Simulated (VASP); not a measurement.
# SiN: single point with PBE

The system is SiN.

```
CELL_PARAMETERS angstrom
0.00000 2.23345 2.23345
2.23345 0.00000 2.23345
2.23345 2.23345 0.00000
ATOMIC_POSITIONS crystal
Si 0.00000 0.00000 0.00000
N 0.50000 0.50000 0.50000
```

```
Program             : VASP 6.6.1
Task                : single point
Functional          : PBE
Potentials or basis : VASP PAW PBE potentials, release 64 (Si, N)
Cutoff              : 520 eV
k mesh              : 8 × 8 × 8
Occupations         : gaussian, width 0.1 eV
Spin                : no spin polarisation
```

* Pressure: -20.5 GPa

Levels at points of the mesh, in eV from the Fermi level:
| k point | band 3 | band 4 | band 5 | band 6 | band 7 | band 8 |
| --- | --- | --- | --- | --- | --- | --- |
| (0.00, 0.00, 0.00) | -3.18 | -3.18 | -3.14 | 7.59 | 7.59 | 7.59 |
| (0.50, 0.00, 0.00) | -3.56 | -3.56 | 0.31 | 3.07 | 3.07 | 3.38 |
| (0.50, 0.50, 0.00) | -5.54 | -5.54 | -4.73 | 2.67 | 6.86 | 7.67 |

Wall time 5.7 s on 1 thread of Intel(R) Xeon(R) Platinum 8488C (Sapphire Rapids) (shared host), peak memory 0.13 GiB.
